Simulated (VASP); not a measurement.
## Ag: single point with r2SCAN

Ag:

```
CELL_PARAMETERS angstrom
0.00000 2.12482 1.87965
2.12482 0.00000 1.87965
2.12482 2.12482 0.00000
ATOMIC_POSITIONS crystal
Ag 0.00000 0.00000 0.00000
```

This cell differs from its parent crystal: strain +0.040 along x and y, -0.080 along z.

```
Program                : VASP 6.6.1
Task                   : single point
Functional             : r2SCAN
Potentials or basis    : VASP PAW PBE potentials, release 64 (Ag)
Cutoff                 : 520 eV
k mesh                 : 20 × 20 × 20
Occupations            : gaussian, width 0.15 eV
Spin                   : no spin polarisation
Dipole correction      : no
Further INCAR settings : ALGO = Normal; EDIFF = 1e-06; NBANDS = 12
```

```yaml
Pressure: 2.5 GPa
Band_gap_on_the_k_mesh: zero (an odd number of electrons rules out a gap without spin polarisation)
```

Stress tensor (GPa, compression positive):
```
1.70 0.00 0.00
0.00 1.70 0.00
0.00 0.00 4.11
```

Levels at points of the mesh, in eV from the Fermi level:
```
           k point  band 2  band 3  band 4  band 5  band 6  band 7  band 8  band 9  band 10  band 11
(0.00, 0.00, 0.00)   -5.36   -5.36   -4.67   -4.53   -3.81   16.91   19.86   19.86    21.70    25.37
(0.50, 0.00, 0.00)   -5.57   -4.79   -3.49   -3.10   -0.32    3.80   15.33   17.26    20.95    22.45
(0.50, 0.50, 0.00)   -6.72   -3.31   -3.05   -3.05    3.34    9.20    9.69    9.69    16.33    16.39
(0.50, 0.00, 0.50)   -6.65   -3.40   -3.37   -2.88    1.03    5.99   11.93   12.21    18.56    18.93
```

Wall time 3.5 min on 1 thread of Intel(R) Xeon(R) Platinum 8488C (Sapphire Rapids), on a shared host, peak memory 0.25 GiB.

Caveat: the cell differs from its parent crystal (strain +0.040 along x and y, -0.080 along z); the PAW data sets were made with another functional, which shifts forces and pressure a little.
